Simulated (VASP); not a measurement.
# ReS in VASP: a series of runs, part 2 of 2

VASP 6.6.1.

## (4) Single point, PBE, collinear spin, ferromagnetic start (atom 1 (Re) moved 0.02 Å along y)

The input, INCAR:

```
SYSTEM = ReS
PREC = Accurate
ENCUT = 520
EDIFF = 1E-6
ISMEAR = 0
SIGMA = 0.05
LREAL = .False.
LASPH = .True.
NELM = 150
ALGO = Normal
ISIF = 2
LWAVE = .False.
LCHARG = .True.
ISPIN = 2
MAGMOM = 0.05 0
LORBIT = 11
LMAXMIX = 4
GGA = PE
LELF = .True.
LVHAR = .True.
NBANDS = 18
```

The input, KPOINTS:

```
Automatic mesh
0
Gamma
  12 12 12
  0 0 0
```

The input, POSCAR:

```
ReS
1.0
    0.0000000000      2.6183291373      2.6183291373
    2.6183291373      0.0000000000      2.6183291373
    2.6183291373      2.6183291373      0.0000000000
Re S
1 1
Direct
    0.0038192295     -0.0038192295      0.0038192295
    0.2500000000      0.2500000000      0.2500000000
```

Potentials or basis: VASP PAW PBE potentials, release 64 (Re, S).

Launch:

```
$ cat potpaw_PBE.64/Re/POTCAR potpaw_PBE.64/S/POTCAR > POTCAR
$ mpirun -np 1 vasp_std > vasp.out
```

OUTCAR:

```text
SYSTEM = ReS
   PREC = Accurate
   ENCUT = 520
   EDIFF = 1E-6
   ISMEAR = 0
   LREAL = .False.
   LASPH = .True.
   NELM = 150
   ISIF = 2
   ISPIN = 2
   LORBIT = 11
   GGA = PE

 ion  position               nearest neighbor table
   1  0.004  0.996  0.004-   2 2.26   2 2.26   2 2.28   2 2.28
   2  0.250  0.250  0.250-   1 2.26   1 2.26   1 2.28   1 2.28

  LATTYP: Found a face centered cubic cell.
 ALAT       =     5.2366582746

  Lattice vectors:

 A1 = (   0.0000000000,   2.6183291373,   2.6183291373)
 A2 = (   2.6183291373,   0.0000000000,   2.6183291373)
 A3 = (   2.6183291373,   2.6183291373,   0.0000000000)

Analysis of symmetry for initial positions (statically):
=====================================================================
 Subroutine PRICEL returns:
 Original cell was already a primitive cell.

 Routine SETGRP: Setting up the symmetry group for a
 face centered cubic supercell.

 Subroutine GETGRP returns: Found  4 space group operations
 (whereof  4 operations were pure point group operations)
 out of a pool of 48 trial point group operations.

The static configuration has the point symmetry C_2v.

Analysis of symmetry for dynamics (positions and initial velocities):
=====================================================================
 Subroutine PRICEL returns:
 Original cell was already a primitive cell.

 Routine SETGRP: Setting up the symmetry group for a
 face centered cubic supercell.

 Subroutine GETGRP returns: Found  4 space group operations
 (whereof  4 operations were pure point group operations)
 out of a pool of 48 trial point group operations.

The dynamic configuration has the point symmetry C_2v.

Analysis of structural, dynamic, and magnetic symmetry:
=====================================================================
 Subroutine PRICEL returns:
 Original cell was already a primitive cell.

 Routine SETGRP: Setting up the symmetry group for a
 face centered cubic supercell.

 Subroutine GETGRP returns: Found  4 space group operations
 (whereof  4 operations were pure point group operations)
 out of a pool of 48 trial point group operations.

The overall configuration has the point symmetry C_2v.

 Subroutine INISYM returns: Found  4 space group operations
 (whereof  4 operations are pure point group operations),
 and found     1 'primitive' translations

----------------------------------------------------------------------------------------

                                     Primitive cell

  volume of cell :      35.9007

  direct lattice vectors                    reciprocal lattice vectors
     0.000000000  2.618329137  2.618329137    -0.190961477  0.190961477  0.190961477
     2.618329137  0.000000000  2.618329137     0.190961477 -0.190961477  0.190961477
     2.618329137  2.618329137  0.000000000     0.190961477  0.190961477 -0.190961477

  length of vectors
     3.702876577  3.702876577  3.702876577     0.330754981  0.330754981  0.330754981

  position of ions in fractional coordinates (direct lattice)
     0.003819230  0.996180770  0.003819230
     0.250000000  0.250000000  0.250000000

  ion indices of the primitive-cell ions
   primitive index   ion index
                 1           1
                 2           2

----------------------------------------------------------------------------------------
[... 59 lines left out ...]
   NGXF,Y,Z  is equivalent  to a cutoff of  25.14, 25.14, 25.14 a.u.
 SYSTEM =  ReS
   PREC   = accura    normal or accurate (medium, high low for compatibility)
   ISTART =      0    job   : 0-new  1-cont  2-samecut
   ICHARG =      2    charge: 1-file 2-atom 10-const
   ISPIN  =      2    spin polarized calculation?
   LNONCOLLINEAR =      F non collinear calculations
   LSORBIT =      F    spin-orbit coupling
   LASPH  =      T    aspherical Exc in radial PAW
   ENCUT  =  520.0 eV  38.22 Ry    6.18 a.u.   6.88  6.88  6.88*2*pi/ulx,y,z
   NELM   =    150;   NELMIN=  2; NELMDL= -5     # of ELM steps
   EDIFF  = 0.1E-05   stopping-criterion for ELM
   LREAL  =      F    real-space projection
   EDIFFG = 0.1E-04   stopping-criterion for IOM
   NSW    =      0    number of steps for IOM
   IBRION =     -1    ionic relax: 0-MD 1-quasi-New 2-CG
   NFREE  =      0    steps in history (QN), initial steepest desc. (CG)
   ISIF   =      2    stress and relaxation
   ISYM   =      2    0-nonsym 1-usesym 2-fastsym
   POTIM  = 0.5000    time-step for ionic-motion
   TEBEG  =    0.0;   TEEND  =   0.0 temperature during run
   PSTRESS=    0.0 pullay stress
   NELECT =      13.0000    total number of electrons
   NUPDOWN=      -1.0000    fix difference up-down
   EMIN   =  10.00;   EMAX   =-10.00  energy-range for DOS
   EFERMI =   0.00;   METHOD = LEGACY
   ISMEAR =     0;   SIGMA  =   0.05  broadening in eV -4-tet -1-fermi 0-gaus
   EFERMI_NEDOS =   21; number of points for ismear=-14 and -15
   IALGO  =     38    algorithm
   IMIX   =      4    mixing-type and parameters
     AMIX     =   0.40;   BMIX     =  1.00
     AMIX_MAG =   1.60;   BMIX_MAG =  1.00
  volume/ion in A,a.u.               =      17.95       121.13
  Fermi-wavevector in a.u.,A,eV,Ry     =   1.166868  2.205061 18.525432  1.361581
  Thomas-Fermi vector in A             =   2.303376
   LORBIT       =     11    0 simple, 1 ext, 2 COOP (PROOUT), +10 PAW based schemes
   GGA     = PE    functional components
   LHFCALC =     F    Hartree Fock is set to
   AEXX    =    0.0000 exact exchange contribution
   IVDW    =     0    specifies the selected vdW correction
   LEPSILON=     F    determine dielectric tensor
   LRPA    =     F    only Hartree local field effects (RPA)
 spin polarized calculation
 Gauss-broadening in eV      SIGMA  =   0.05
  energy-cutoff  :      520.00
  volume of cell :       35.90
 maximum number of plane-waves:       982
   NGX = 13   NGY = 13   NGZ = 13

 number of electron      13.0000001 magnetization       0.0289054

 Free energy of the ion-electron system (eV)
  ---------------------------------------------------
  ext. energy  EPLUGINS =         0.00000000
  ---------------------------------------------------
  free energy    TOTEN  =       -15.82177453 eV

  energy without entropy =      -15.81800880  energy(sigma->0) =      -15.81989167

 E-fermi :   6.3443     XC(G=0): -11.1783

 val. band max:        6.3438564723   @ k =   0.0833   0.5000   0.3333
 cond. band min:       6.3452155295   @ k =   0.3333   0.0833   0.5000
 fundamental gap:      0.0013590572
 Fermi energy:         6.3442555282

 spin component 1

 k-point     1 :       0.0000    0.0000    0.0000
  band No.  band energies     occupation
      1      -9.4509      1.00000
      2       0.0770      1.00000
      3       0.1143      1.00000
      4       0.1552      1.00000
      5       5.2045      1.00000
      6       5.2065      1.00000
[... 493 lines left out ...]
     17      24.5976      0.00000
     18      24.8339      0.00000

 [... further k-points ...]

 spin component 2

 k-point     1 :       0.0000    0.0000    0.0000
  band No.  band energies     occupation
      1      -9.4483      1.00000
      2       0.0824      1.00000
      3       0.1201      1.00000
      4       0.1610      1.00000
      5       5.2260      1.00000
      6       5.2290      1.00000
[... 493 lines left out ...]
     17      24.6113      0.00000
     18      24.9143      0.00000

 [... further k-points ...]
[... 5 lines left out ...]
  --------------------------------------------------------------------------------------
  -------------------------------------------------------------------------------------
  Total        0.2944618      0.3031310      0.2944618      0.0000000      0.0000000      0.3921158
  in kB       13.1412528     13.5281426     13.1412528      0.0000000      0.0000000     17.4993608
  external PRESSURE =      13.2702161 kB  Pullay stress =       0.0000000 kB

 VOLUME and BASIS-vectors are now :
 -----------------------------------------------------------------------------
  energy-cutoff  :      520.00
  volume of cell :       35.90
      direct lattice vectors                 reciprocal lattice vectors
     0.000000000  2.618329137  2.618329137    -0.190961477  0.190961477  0.190961477
     2.618329137  0.000000000  2.618329137     0.190961477 -0.190961477  0.190961477
     2.618329137  2.618329137  0.000000000     0.190961477  0.190961477 -0.190961477

 POSITION                                       TOTAL-FORCE (eV/Angst)
 -----------------------------------------------------------------------------------
      2.61833      0.02000      2.61833         0.000000     -0.322132      0.000000
      1.30916      1.30916      1.30916        -0.000000      0.322132     -0.000000
 -----------------------------------------------------------------------------------
    total drift:                                0.000000      0.000022      0.000000

  FREE ENERGIE OF THE ION-ELECTRON SYSTEM (eV)
  ---------------------------------------------------
  free  energy   TOTEN  =       -15.8217745280 eV

  energy  without entropy=      -15.8180088049  energy(sigma->0) =      -15.81989167

 total charge

# of ion       s       p       d       tot
------------------------------------------
    1        0.539   0.471   5.154   6.165
    2        1.299   2.384   0.000   3.683
--------------------------------------------------
tot          1.838   2.855   5.154   9.848

 magnetization (x)

# of ion       s       p       d       tot
------------------------------------------
    1        0.001   0.001   0.024   0.026
    2       -0.000  -0.000   0.000  -0.000
--------------------------------------------------
tot          0.001   0.001   0.024   0.026
```

Run time: 2.3 min. Hardware: 1 thread of Intel Xeon 6975P-C (Granite Rapids), shared host; peak memory 0.38 GiB.

Results:

```yaml
Free_energy: -15.8218 eV
Pressure: 1.3 GPa
Largest_force: 0.322 eV/Å
Net_moment: 0.03 μB per cell
Site_moments: Re +0.03; S -0.00 μB
Valence_electrons_inside_the_program's_atomic_spheres: Re 6.17; S 3.68
```

Forces on the atoms (eV/Å):
```
Re   0.000 -0.322  0.000
S    0.000  0.322  0.000
```

Stress tensor (GPa, compression positive):
```
1.31 0.00 1.75
0.00 1.35 0.00
1.75 0.00 1.31
```

Levels at points of the mesh, in eV from the Fermi level:
Spin up:
```tsv
k point	band 3	band 4	band 5	band 6	band 7	band 8	band 9	band 10
(0.00, 0.00, 0.00)	-6.23	-6.19	-1.14	-1.14	1.26	4.68	4.81	4.93
(0.50, 0.00, 0.00)	-5.78	-5.77	-0.63	-0.58	-0.48	2.38	2.43	3.87
(0.00, 0.50, 0.00)	-5.71	-5.70	-0.67	-0.60	-0.59	2.25	2.30	3.91
(0.50, 0.50, 0.00)	-4.76	-4.76	-2.32	-0.77	0.18	0.63	0.63	7.76
(0.50, 0.00, 0.50)	-4.81	-4.71	-2.32	-0.77	0.18	0.58	0.67	7.76
```
Spin down:
```tsv
k point	band 2	band 3	band 4	band 5	band 6	band 7	band 8	band 9	band 10	band 11
(0.00, 0.00, 0.00)	-6.26	-6.22	-6.18	-1.12	-1.12	1.27	4.69	4.81	4.93	8.11
(0.50, 0.00, 0.00)	-6.90	-5.78	-5.76	-0.61	-0.56	-0.47	2.39	2.44	3.87	9.11
(0.00, 0.50, 0.00)	-6.92	-5.71	-5.69	-0.65	-0.58	-0.57	2.26	2.31	3.92	9.22
(0.50, 0.50, 0.00)	-7.62	-4.76	-4.75	-2.31	-0.75	0.20	0.64	0.64	7.76	8.36
(0.50, 0.00, 0.50)	-7.62	-4.80	-4.70	-2.31	-0.75	0.21	0.59	0.68	7.77	8.36
```

Caveat: the cell differs from its parent crystal (atom 1 (Re) moved 0.02 Å along y); spin-orbit coupling is left out, which moves the levels of the heavy elements.

## (5) Summary

```tsv
level	cell	gap on the mesh (eV)	pressure (GPa)	moment (μB)
r2SCAN	a = 3.703 Å, angles 60.0°, 2 atoms	none	-1.3	0.22
PBE	a = 3.703, b = 3.740, c = 3.740 Å, angles 59.3, 60.3, 60.3°, 2 atoms	none	-2.3	0.01
PBE	a = 3.703 Å, angles 60.0°, 2 atoms	none	1.3	0.03
```

Some of these runs hold the atoms at other places in the same cell, which the table doesn't show; runs alike in all that it shows share one row.

Alike in all rows: task single point; potentials or basis VASP PAW PBE potentials, release 64 (Re, S); spin collinear, ferromagnetic start; k mesh 12 × 12 × 12; cutoff (eV) 520; smearing gaussian 0.05 eV.

Caveats: spin-orbit coupling is left out, which moves the levels of the heavy elements; the PAW data sets were made with another functional, which shifts forces and pressure a little (some runs).

Total energies depend on the potentials used, so only differences within one code and one set of settings carry meaning.
